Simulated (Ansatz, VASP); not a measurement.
**Two plane-wave programs on HgTe**

```xyz
2
Lattice="-3.2893 3.2893 1.6842 3.2893 -3.2893 1.6842 3.2893 3.2893 -1.6842" Properties=species:S:1:pos:R:3 pbc="T T T"
Hg    3.2893    0.0000    0.8421
Te    0.0000    0.0000    0.0000
```

Change from the starting cell: strain +0.080 along x and y, +0.080 along z, atoms carried along.

Alike in both runs: task single point; functional PBEsol; k mesh 18 × 18 × 18; occupations gaussian, width 0.15 eV; no spin polarisation.

|  | VASP | Ansatz |
| --- | --- | --- |
| version | VASP 6.6.1 | Ansatz 0.2.0 |
| potentials or method | VASP PAW PBE potentials, release 64 (Hg, Te), cutoff 520 eV | scalar-relativistic, plane waves, PAW |
| valence electrons in the cell | 18 | 36 |

|  | VASP | Ansatz | Ansatz less VASP |
| --- | --- | --- | --- |
| gap on the k mesh at the Fermi level (eV) | none | none | - |
| pressure (GPa) | -7.3 | -7.3 | -0.02 |
| traceless stress, the component that is largest in VASP (GPa) | -0.75 | -0.75 | +0.004 |

VASP's potentials were made for PBE, not for PBEsol. A gap of «none» marks a metal or a gap that the smearing closes. The functional is the same, so the differences come from potentials, cutoffs and numerics. VASP's potentials hold 18 valence electrons a cell and Ansatz's 36, so a difference there can come from the potentials and not from the codes.

Neither program's run includes spin-orbit coupling.
